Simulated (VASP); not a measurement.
A run of VASP 6.6.1:

Contents of INCAR:

```
PREC     = Accurate       # precision mode
ENCUT    = 600            # plane-wave cutoff, eV
EDIFF    = 1E-7           # SCF threshold, eV
ISMEAR   = 0              # smearing method
SIGMA    = 0.1            # smearing width, eV
LREAL    = False          # projectors in reciprocal space
LASPH    = True           # aspherical terms in the spheres
NELM     = 80             # most SCF steps
ALGO     = Normal         # electronic algorithm
ISIF     = 4              # what is computed and relaxed
LWAVE    = False          # write WAVECAR
LCHARG   = False          # write CHGCAR
GGA      = PE             # functional
IBRION   = 2              # ionic algorithm
NSW      = 50             # ionic steps
EDIFFG   = -0.01          # ionic threshold
```

The input KPOINTS:

```
Automatic mesh
0
Gamma
  12 12 6
```

Contents of POSCAR:

```
Ti2SeS
1.0
    3.2676109385      0.0000000000      0.0000000000
   -1.6338054693      2.8298340824      0.0000000000
    0.0000000000      0.0000000000      6.5169209072
Ti Se S
2 1 1
Direct
    0.0000000000      0.0000000000      0.2380693402
    0.0000000000      0.0000000000      0.7619306598
    0.3333333333      0.6666666667      0.5000000000
    0.3333333333      0.6666666667      0.0000000000
```

Potentials or basis: VASP PAW PBE potentials, release 64 (Ti_sv, Se, S).

Run with:

```sh
$ cat potpaw_PBE.64/Ti_sv/POTCAR potpaw_PBE.64/Se/POTCAR potpaw_PBE.64/S/POTCAR > POTCAR
$ mpirun -np 1 vasp_std > vasp.out
```

Hardware: 1 thread of Intel(R) Xeon(R) 6975P-C (Granite Rapids) (shared host).

**Question.** Estimate the wall time of this run.

**Answer.** Wall time 84 s on 1 thread of Intel(R) Xeon(R) 6975P-C (Granite Rapids) (shared host), peak memory 0.29 GiB. Counts: scf iterations 22, k points 76, ion steps 2.
